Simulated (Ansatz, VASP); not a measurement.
## Ir in VASP and in Ansatz

```xyz
2
Lattice="0.0000 2.6272 2.6272 2.6272 0.0000 2.6272 2.6272 2.6272 0.0000" Properties=species:S:1:pos:R:3 pbc="T T T"
Ir   -0.5386   -0.7750   -0.7750
Ir    0.5386    0.7750    0.7750
```

Change from the starting cell: shortest bond scaled by 0.82, LAPW.

Alike in both runs: task single point; functional PBE; k mesh 10 × 10 × 10; occupations fermi-dirac, width 0.05 eV; no spin polarisation.

|  | VASP | Ansatz |
| --- | --- | --- |
| version | VASP 6.6.1 | Ansatz 0.2.0 |
| potentials or method | VASP PAW PBE potentials, release 64 (Ir), cutoff 520 eV | all-electron LAPW, scalar-relativistic |

VASP gave:

| Property | Result |
| --- | --- |
| pressure (GPa) | 75.7 |
| traceless stress, the component that is largest in VASP (GPa) | -60.34 |
| rms of the force components (eV/Å) | 12.556 |

Estimate Ansatz's values.

pressure (GPa): 93.8; traceless stress, the component that is largest in VASP (GPa): -75.42; rms of the force components (eV/Å): 15.556.

Atom by atom the forces differ by 3.000 eV/Å (rms over components). The pressures are high and differ by over a tenth, so treat them with care. Ansatz ran all-electron here, and VASP with PAW potentials.

Spin-orbit coupling is off throughout. Noted on VASP's run: the cell as given lies far from equilibrium.
